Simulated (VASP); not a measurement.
# AlN (Cc) in VASP: relaxation of cell and atoms with PBE

Aim: the relaxation of cell and atoms of AlN with PBE.

Program: VASP 6.6.1. These are calculated values, not measurements. Logs are shortened: lines on timing, memory, paths and dates and some standing lists are left out, and cuts for length are marked.

## Step 1: The cell of the first run

The structure is monoclinic, space group Cc (No. 9). The conventional cell has a = 4.186 Å, b = 3.115 Å, c = 4.741 Å, α = 90.00°, β = 109.19°, γ = 90.00°. Al (site symmetry 1) has 5 N at 1.87 to 1.88 Å within 2.5 Å. Within 2.5 Å of N (site symmetry 1) lie 5 Al at 1.87 to 1.88 Å.

## Step 2: Relaxation of cell and atoms, PBE

File INCAR:

```
SYSTEM = AlN
  PREC = Accurate
  ENCUT = 600
  EDIFF = 1E-6
  ISMEAR = 0
  SIGMA = 0.1
  LREAL = .False.
  LASPH = .True.
  NELM = 100
  ALGO = Normal
  ISIF = 3
  LWAVE = .False.
  LCHARG = .False.
  GGA = PE
  IBRION = 2
  NSW = 90
  EDIFFG = -0.04
```

File KPOINTS:

```
Automatic mesh
0
Gamma
  8 8 4
  0 0 0
```

File POSCAR:

```
AlN
1.0
    2.0929757400     -1.5575352800      0.0000000000
    2.0929757400      1.5575352800      0.0000000000
   -1.5583982700      0.0000000000      4.4775902300
Al N
2 2
Direct
    0.4901093500      0.8223851100      0.6464666700
    0.8223851100      0.4901093500      0.1464666700
    0.1776148900      0.5098906500      0.8535333300
    0.5098906500      0.1776148900      0.3535333300
```

Potentials or basis: VASP PAW PBE potentials, release 64 (Al, N).

On the command line:

```sh
$ cat potpaw_PBE.64/Al/POTCAR potpaw_PBE.64/N/POTCAR > POTCAR
$ mpirun -np 1 vasp_std > vasp.out
```

OUTCAR:

```text
SYSTEM = AlN
   PREC = Accurate
   ENCUT = 600
   EDIFF = 1E-6
   ISMEAR = 0
   LREAL = .False.
   LASPH = .True.
   NELM = 100
   ISIF = 3
   GGA = PE
   IBRION = 2
   NSW = 90
   EDIFFG = -0.04

 ion  position               nearest neighbor table
   1  0.490  0.822  0.646-   3 1.87   3 1.87   4 1.88   3 1.88   4 1.88   2 2.59   2 2.59   2 2.65
                             2 2.65   2 3.15   2 3.15
   2  0.822  0.490  0.146-   4 1.87   4 1.87   3 1.88   4 1.88   3 1.88   1 2.59   1 2.59   1 2.65
                             1 2.65   1 3.15   1 3.15
   3  0.178  0.510  0.854-   1 1.87   1 1.87   2 1.88   1 1.88   2 1.88
   4  0.510  0.178  0.354-   2 1.87   2 1.87   1 1.88   2 1.88   1 1.88

  LATTYP: Found a base centered monoclinic cell.
 ALAT       =     4.1859514800
 B/A-ratio  =     0.7441726391
 C/A-ratio  =     1.1326064611
 COS(beta)  =    -0.3287041843

  Lattice vectors:

 A1 = (   2.0929757400,  -1.5575352800,   0.0000000000)
 A2 = (   2.0929757400,   1.5575352800,   0.0000000000)
 A3 = (  -1.5583982700,   0.0000000000,   4.4775902300)

Analysis of symmetry for initial positions (statically):
=====================================================================
 Subroutine PRICEL returns:
 Original cell was already a primitive cell.

 Routine SETGRP: Setting up the symmetry group for a
 base centered monoclinic supercell.

 Subroutine GETGRP returns: Found  2 space group operations
 (whereof  1 operations were pure point group operations)
 out of a pool of  4 trial point group operations.

The static configuration has the point symmetry C_1 .
 The point group associated with its full space group is C_1h.

Analysis of symmetry for dynamics (positions and initial velocities):
=====================================================================
 Subroutine PRICEL returns:
 Original cell was already a primitive cell.

 Routine SETGRP: Setting up the symmetry group for a
 base centered monoclinic supercell.

 Subroutine GETGRP returns: Found  2 space group operations
 (whereof  1 operations were pure point group operations)
 out of a pool of  4 trial point group operations.

The dynamic configuration has the point symmetry C_1 .
 The point group associated with its full space group is C_1h.

 Subroutine INISYM returns: Found  2 space group operations
 (whereof  1 operations are pure point group operations),
 and found     1 'primitive' translations

----------------------------------------------------------------------------------------

                                     Primitive cell

  volume of cell :      29.1928

  direct lattice vectors                    reciprocal lattice vectors
     2.092975740 -1.557535280  0.000000000     0.238894312 -0.321020016  0.083145724
     2.092975740  1.557535280  0.000000000     0.238894312  0.321020016  0.083145724
    -1.558398270  0.000000000  4.477590230     0.000000000  0.000000000  0.223334416

  length of vectors
     2.608920006  2.608920006  4.741035692     0.408702281  0.408702281  0.223334416

  position of ions in fractional coordinates (direct lattice)
     0.490109350  0.822385110  0.646466670
     0.822385110  0.490109350  0.146466670
     0.177614890  0.509890650  0.853533330
     0.509890650  0.177614890  0.353533330

  ion indices of the primitive-cell ions
   primitive index   ion index
                 1           1
                 2           2
                 3           3
                 4           4

----------------------------------------------------------------------------------------

 KPOINTS: Automatic mesh

Automatic generation of k-mesh.
 Grid dimensions read from file:
 generate k-points for:    8    8    4

 Generating k-lattice:

  Cartesian coordinates                     Fractional coordinates (reciprocal lattice)
     0.029861789 -0.040127502  0.010393216     0.125000000  0.000000000  0.000000000
     0.029861789  0.040127502  0.010393216     0.000000000  0.125000000  0.000000000
     0.000000000  0.000000000  0.055833604     0.000000000  0.000000000  0.250000000

  Length of vectors
     0.051087785  0.051087785  0.055833604

  Shift w.r.t. Gamma in fractional coordinates (k-lattice)
     0.000000000  0.000000000  0.000000000

 Subroutine IBZKPT returns following result:
 ===========================================

 Found     78 irreducible k-points:

 Following reciprocal coordinates:
            Coordinates               Weight
  0.000000  0.000000  0.000000      1.000000
  0.125000  0.000000  0.000000      4.000000
  0.250000  0.000000  0.000000      4.000000
  0.375000  0.000000 -0.000000      4.000000
  0.500000  0.000000  0.000000      2.000000
  0.125000  0.125000 -0.000000      2.000000
[... 16 lines left out ...]
  0.125000  0.000000  0.250000      4.000000
  0.250000  0.000000  0.250000      4.000000
 [... further k-points ...]
   k-points           NKPTS =     78   k-points in BZ     NKDIM =     78   number of bands    NBANDS=     12
   number of dos      NEDOS =    301   number of ions     NIONS =      4
   total plane-waves  NPLWV =  23040
   dimension x,y,z NGX =    24 NGY =   24 NGZ =   40
   dimension x,y,z NGXF=    48 NGYF=   48 NGZF=   80
   ions per type =               2   2
   NGX,Y,Z   is equivalent  to a cutoff of  15.29, 15.29, 14.03 a.u.
   NGXF,Y,Z  is equivalent  to a cutoff of  30.59, 30.59, 28.05 a.u.
 SYSTEM =  AlN
   PREC   = accura    normal or accurate (medium, high low for compatibility)
   ISTART =      0    job   : 0-new  1-cont  2-samecut
   ICHARG =      2    charge: 1-file 2-atom 10-const
   ISPIN  =      1    spin polarized calculation?
   LNONCOLLINEAR =      F non collinear calculations
   LSORBIT =      F    spin-orbit coupling
   LASPH  =      T    aspherical Exc in radial PAW
   ENCUT  =  600.0 eV  44.10 Ry    6.64 a.u.   5.21  5.21  9.47*2*pi/ulx,y,z
   NELM   =    100;   NELMIN=  2; NELMDL= -5     # of ELM steps
   EDIFF  = 0.1E-05   stopping-criterion for ELM
   LREAL  =      F    real-space projection
   EDIFFG = -.4E-01   stopping-criterion for IOM
   NSW    =     90    number of steps for IOM
   IBRION =      2    ionic relax: 0-MD 1-quasi-New 2-CG
   NFREE  =      1    steps in history (QN), initial steepest desc. (CG)
   ISIF   =      3    stress and relaxation
   ISYM   =      2    0-nonsym 1-usesym 2-fastsym
   POTIM  = 0.5000    time-step for ionic-motion
   TEBEG  =    0.0;   TEEND  =   0.0 temperature during run
   PSTRESS=    0.0 pullay stress
   NELECT =      16.0000    total number of electrons
   NUPDOWN=      -1.0000    fix difference up-down
   EMIN   =  10.00;   EMAX   =-10.00  energy-range for DOS
   EFERMI =   0.00;   METHOD = LEGACY
   ISMEAR =     0;   SIGMA  =   0.10  broadening in eV -4-tet -1-fermi 0-gaus
   EFERMI_NEDOS =   21; number of points for ismear=-14 and -15
   IALGO  =     38    algorithm
   IMIX   =      4    mixing-type and parameters
     AMIX     =   0.40;   BMIX     =  1.00
     AMIX_MAG =   1.60;   BMIX_MAG =  1.00
  volume/ion in A,a.u.               =       7.30        49.25
  Fermi-wavevector in a.u.,A,eV,Ry     =   1.339747  2.531754 24.421384  1.794921
  Thomas-Fermi vector in A             =   2.468114
   LORBIT       =      0    0 simple, 1 ext, 2 COOP (PROOUT), +10 PAW based schemes
   GGA     = PE    functional components
   LHFCALC =     F    Hartree Fock is set to
   AEXX    =    0.0000 exact exchange contribution
   IVDW    =     0    specifies the selected vdW correction
   LEPSILON=     F    determine dielectric tensor
   LRPA    =     F    only Hartree local field effects (RPA)
 conjugate gradient relaxation of ions
 non-spin polarized calculation
 Gauss-broadening in eV      SIGMA  =   0.10
  energy-cutoff  :      600.00
  volume of cell :       29.19
 maximum number of plane-waves:       990
 NGX is ok and might be reduce to    24
   NGX = 11   NGY = 11   NGZ = 19

--------------------------------------- Ionic step        1  -------------------------------------------

 number of electron      16.0000001 magnetization

 Free energy of the ion-electron system (eV)
  ---------------------------------------------------
  ext. energy  EPLUGINS =         0.00000000
  ---------------------------------------------------
  free energy    TOTEN  =       -26.28198645 eV

  energy without entropy =      -26.28198645  energy(sigma->0) =      -26.28198645

------------------------ aborting loop because EDIFF is reached ----------------------------------------

  FORCE on cell =-STRESS in cart. coord.  units (eV):
  Direction    XX          YY          ZZ          XY          YZ          ZX
  --------------------------------------------------------------------------------------
  -------------------------------------------------------------------------------------
  Total       18.9540028      6.3769907     14.5238498      0.0000000      0.0000000      3.1121899
  in kB     1040.2436964    349.9854093    797.1056779      0.0000000      0.0000000    170.8048650
  external PRESSURE =     729.1115945 kB  Pullay stress =       0.0000000 kB
[... 95 lines left out ...]
  FREE ENERGIE OF THE ION-ELECTRON SYSTEM (eV)
  ---------------------------------------------------
  free  energy   TOTEN  =       -28.1074423721 eV

  energy  without entropy=      -28.1074423720  energy(sigma->0) =      -28.10744237

 E-fermi :   9.9964     XC(G=0): -12.1112

 val. band max:        9.5532374802   @ k =   0.0000   0.0000   0.0000
 cond. band min:      13.4962198539   @ k =   0.5000   0.5000  -0.0000
 fundamental gap:      3.9429823738
 Fermi energy:         9.9964153177

 k-point     1 :       0.0000    0.0000    0.0000
  band No.  band energies     occupation
      1      -7.7672      2.00000
      2      -4.7503      2.00000
      3       1.2956      2.00000
      4       8.3818      2.00000
      5       8.6588      2.00000
      6       9.3047      2.00000
      7       9.5399      2.00000
      8       9.5532      2.00000
      9      14.5116      0.00000
     10      15.7627      0.00000
     11      20.2739      0.00000
     12      20.6671      0.00000
[... 333 lines left out ...]
      1      -6.2849      2.00000
      2      -4.9656      2.00000
      3       3.4786      2.00000
      4       5.2119      2.00000
      5       5.9742      2.00000
      6       7.7944      2.00000
      7       8.0996      2.00000
      8       8.7796      2.00000
      9      16.2736      0.00000
     10      16.9311      0.00000
     11      18.2648      0.00000
     12      18.7094      0.00000

 [... further k-points ...]

[... ionic steps 4 to 16 ...]

--------------------------------------- Ionic step       17  -------------------------------------------

 number of electron      15.9999999 magnetization

------------------------ aborting loop because EDIFF is reached ----------------------------------------
[... 71 lines left out ...]
--------------------------------------- Ionic step       19  -------------------------------------------

 number of electron      15.9999999 magnetization

 Free energy of the ion-electron system (eV)
  ---------------------------------------------------
  ext. energy  EPLUGINS =         0.00000000
  ---------------------------------------------------
  free energy    TOTEN  =       -29.08571849 eV

  energy without entropy =      -29.08571849  energy(sigma->0) =      -29.08571849

 E-fermi :  10.2234     XC(G=0): -12.2025

 val. band max:        9.7466974836   @ k =   0.0000   0.0000   0.0000
 cond. band min:      14.1700803576   @ k =   0.5000   0.5000  -0.0000
 fundamental gap:      4.4233828740
 Fermi energy:        10.2234111749

 k-point     1 :       0.0000    0.0000    0.0000
  band No.  band energies     occupation
      1      -7.6580      2.00000
      2      -4.4706      2.00000
      3       1.5400      2.00000
      4       8.6892      2.00000
      5       8.7000      2.00000
      6       9.7285      2.00000
      7       9.7308      2.00000
      8       9.7467      2.00000
      9      15.1599      0.00000
     10      15.7652      0.00000
     11      20.5922      0.00000
     12      20.6064      0.00000
[... 376 lines left out ...]
  FREE ENERGIE OF THE ION-ELECTRON SYSTEM (eV)
  ---------------------------------------------------
  free  energy   TOTEN  =       -29.0857184864 eV

  energy  without entropy=      -29.0857184864  energy(sigma->0) =      -29.08571849

 reached required accuracy - stopping structural energy minimisation
```

It took 5.1 min on 1 thread of AMD EPYC 7R13 (Zen 3), shared host; peak memory 0.15 GiB.

Results:

* Free energy: -29.0857 eV
* Relaxed volume: 8.41 Å³/atom
* Relaxed cell: a = 2.875 Å, b = 2.875 Å, c = 4.983 Å, α = 106.78°, β = 106.78°, γ = 60.05°
* Space group after relaxing (to 0.05 Å): Fm-3m (No. 225)
* Energy gained by relaxing: 700.9 meV/atom
* Ionic steps: 19
* Pressure after relaxing: 0.0 GPa
* Largest force after relaxing: 0.027 eV/Å
* Band gap on the k mesh: 4.42 eV, indirect (least direct gap 5.41 eV)

Forces in eV/Å, atoms in the order of the input:
```
Al  -0.005  0.003 -0.001
Al  -0.005 -0.003 -0.001
N    0.005 -0.027  0.001
N    0.005  0.027  0.001
```

Stress tensor (GPa, compression positive):
```
-0.01  0.00  0.09
 0.00  0.03  0.00
 0.09  0.00 -0.02
```

Step by step:
```
step  energy change (eV)  largest force (eV/Å)  pressure (GPa)  volume (Å³)
   1              0.0000                0.9708           72.91        29.19
   2             -0.8708                0.3625          -35.01        45.35
   3             -1.8255                0.4717           -8.49        37.35
   4             -2.2689                0.5954           -5.82        36.62
   5             -2.2738                0.6066           -5.47        36.54
   6             -2.3605                0.6393            2.63        34.99
   7             -2.3711                0.6986            7.62        34.18
   8             -2.4251                0.6718            6.84        34.06
   9             -2.5684                0.6819            5.15        33.69
  10             -2.7139                0.6787            7.12        32.92
  11             -2.7138                0.6830            5.64        33.10
  12             -2.7186                0.6729            6.24        33.02
  13             -2.7829                0.3153           -2.47        34.02
  14             -2.7830                0.3255           -2.14        33.98
  15             -2.7974                0.1878           -0.18        33.68
  16             -2.8012                0.0866            1.54        33.45
  17             -2.8035                0.0442           -0.34        33.68
  18             -2.8036                0.0450           -0.16        33.66
  19             -2.8037                0.0275            0.00        33.64
```

Final structure:
```
Al N
1.0
     2.48870   -1.43843    0.04286
     2.48870    1.43843    0.04286
    -1.74227    0.00000    4.66880
Al N
2 2
Direct
  0.37520 0.87496 0.62501
  0.87496 0.37520 0.12501
  0.12392 0.62591 0.87499
  0.62591 0.12392 0.37499
```

Caveat: the volume moved by over 15 % at a fixed basis, so the end points are rough. A k mesh can miss the band edges.
